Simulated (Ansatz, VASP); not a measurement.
## One calculation of Sb, two programs

```
Sb
1.0
     3.31518    0.00000    0.00000
     0.00000    5.49562    0.00000
     0.00000    0.00000   24.57009
Sb
8
Direct
  0.00000 0.75000 0.31358
  0.50000 0.25000 0.34661
  0.50000 0.75000 0.41771
  0.00000 0.25000 0.45849
  0.00000 0.75000 0.54151
  0.50000 0.25000 0.58229
  0.50000 0.75000 0.65339
  0.00000 0.25000 0.68642
```

Alike in both runs: functional PBEsol; k mesh 10 × 7 × 1; occupations gaussian, width 0.1 eV; no spin polarisation.

Ansatz relaxed the structure, and its values are those at the end. VASP's run is a single point on that final structure, the one shown.

```csv
,VASP,Ansatz
version,VASP 6.6.1,Ansatz 0.2.0
potentials or method,"VASP PAW PBE potentials, release 64 (Sb), cutoff 520 eV","scalar-relativistic, plane waves, PAW"
valence electrons in the cell,40,120
```

Ansatz gave:

- gap on the k mesh at the Fermi level (eV): none
- rms of the force components (eV/Å): 0.007
- work function, face that differs most (eV): 4.11

Q: Which values does VASP return?

A: gap on the k mesh at the Fermi level (eV): none; rms of the force components (eV/Å): 0.005; work function, face that differs most (eV): 4.11.

VASP's potentials were made for PBE, not for PBEsol. A gap of «none» marks a metal or a gap that the smearing closes. VASP's potentials hold 40 valence electrons a cell and Ansatz's 120, so a difference there can come from the potentials and not from the codes.

Neither program's run includes spin-orbit coupling.
